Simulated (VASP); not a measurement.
A run of VASP 6.6.1 is set up as follows.

INCAR

```
AGGAC = 0.0 ; ALDAC = 0.0
ALGO = Normal ; EDIFF = 1E-7
ENCUT = 520 ; GGA = PE
ISIF = 2 ; ISMEAR = -1
LASPH = T ; LCHARG = T
LELF = T ; LREAL = F
LVHAR = T ; LWAVE = F
NBANDS = 11 ; NELM = 60
PREC = Accurate ; SIGMA = 0.05
```

Contents of KPOINTS:

```
k-points
0
Gamma
  8 8 8
```

The input POSCAR:

```
BeTe
1.0
    0.0000000000      2.7134535211      2.7134535211
    2.7134535211      0.0000000000      2.7134535211
    2.7134535211      2.7134535211      0.0000000000
Te Be
1 1
Direct
    0.7500000000      0.7500000000      0.7500000000
    0.0000000000      0.0000000000      0.0000000000
```

Potentials or basis: VASP PAW PBE potentials, release 64 (Te, Be).

Launch:

```sh
$ cat potpaw_PBE.64/Te/POTCAR potpaw_PBE.64/Be/POTCAR > POTCAR
$ mpirun -np 1 vasp_std > vasp.out
```

Q: Estimate the band gap on the k mesh.

A: 1.95 eV, indirect (least direct gap 3.58 eV).

Q: Estimate the pressure.

A: 18.8 GPa.

Caveat: spin-orbit coupling is left out, which moves the levels of the heavy elements. A k mesh can miss the band edges.
